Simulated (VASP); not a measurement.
Wanted: the native input for a VASP 6.6.1 run.

```
Task                   : single point
Functional             : PBE
Potentials or basis    : VASP PAW PBE potentials, release 64 (La, B)
Cutoff                 : 500 eV
k mesh                 : 6 × 6 × 6
Occupations            : methfessel-paxton, width 0.1 eV
Spin                   : no spin polarisation
Dipole correction      : no
Further INCAR settings : ALGO = Normal; EDIFF = 1e-06; NBANDS = 24
```

The structure of LaB6 lies in POSCAR:

```
LaB6
1.0
    4.1570000000      0.0000000000      0.0000000000
    0.0000000000      4.1570000000      0.0000000000
    0.0000000000      0.0000000000      4.1570000000
La B
1 6
Direct
    0.0000000000      0.0000000000      0.0000000000
    0.1975000000      0.5000000000      0.5000000000
    0.5000000000      0.1975000000      0.5000000000
    0.8025000000      0.5000000000      0.5000000000
    0.5000000000      0.8025000000      0.5000000000
    0.5000000000      0.5000000000      0.1975000000
    0.5000000000      0.5000000000      0.8025000000
```

One way to write it, as run:

INCAR

```
PREC     = Accurate       # precision mode
ENCUT    = 500            # plane-wave cutoff, eV
EDIFF    = 1E-6           # SCF threshold, eV
ISMEAR   = 1              # smearing method
SIGMA    = 0.1            # smearing width, eV
LREAL    = False          # projectors in reciprocal space
LASPH    = True           # aspherical terms in the spheres
NELM     = 200            # most SCF steps
ALGO     = Normal         # electronic algorithm
ISIF     = 2              # what is computed and relaxed
LWAVE    = False          # write WAVECAR
LCHARG   = False          # write CHGCAR
GGA      = PE             # functional
NBANDS   = 24             # bands
GGA_COMPAT= False        
LMAXMIX  = 6              # l up to which the mixer works
```

KPOINTS

```
regular mesh
0
Gamma
  6 6 6
```

Potentials or basis: VASP PAW PBE potentials, release 64 (La, B).

Command:

```bash
$ cat potpaw_PBE.64/La/POTCAR potpaw_PBE.64/B/POTCAR > POTCAR
$ mpirun -np 1 vasp_std > vasp.out
```

Results of the run:

| Item | Value |
| --- | --- |
| Pressure | -0.7 GPa |
| Largest force | 0.572 eV/Å |
| Band gap on the k mesh | zero (an odd number of electrons rules out a gap without spin polarisation) |

Caveat: spin-orbit coupling is left out, which moves the levels of the heavy elements; an odd number of electrons without spin polarisation forces a metal; a magnetic or distorted state may lie lower.

Wall time 53 s on 1 thread of Intel Xeon 8259CL, with other jobs on the host, peak memory 0.19 GiB.
